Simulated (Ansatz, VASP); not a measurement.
# Two plane-wave programs on BN

```
B N
1.0
     2.56451    0.00000    0.00000
    -1.28225    2.17036    0.00000
     0.00000    0.00000    6.59240
B N
2 2
Direct
  0.96542 0.00000 0.50000
  0.36797 0.66667 0.00000
  0.03447 0.00000 0.00000
  0.63215 0.33333 0.50000
```

Change from the starting cell: mode 4 frozen in at -0.087 Å, normal strain along x +0.0233.

Alike in both runs: task single point; functional PBE; dispersion D3(BJ); k mesh 12 × 12 × 4; occupations methfessel-paxton of order 1, width 0.05 eV; no spin polarisation.

```csv
,VASP,Ansatz
version,VASP 6.6.1,Ansatz 0.2.0
potentials or method,"VASP PAW PBE potentials, release 64 (B, N), cutoff 520 eV","scalar-relativistic, plane waves, PAW"
valence electrons in the cell,16,16
```

VASP gave:

```
gap on the k mesh at the Fermi level (eV)                     : 4.02
least direct gap on the mesh (eV)                             : 4.30
pressure (GPa)                                                : -7.7
traceless stress, the component that is largest in VASP (GPa) : -12.01
rms of the force components (eV/Å)                            : 0.138
```

Task: What did Ansatz give for the same quantities?

Result: gap on the k mesh at the Fermi level (eV): 4.03; least direct gap on the mesh (eV): 4.30; pressure (GPa): -7.7; traceless stress, the component that is largest in VASP (GPa): -12.08; rms of the force components (eV/Å): 0.138.

Atom by atom the forces differ by 0.001 eV/Å (rms over components).
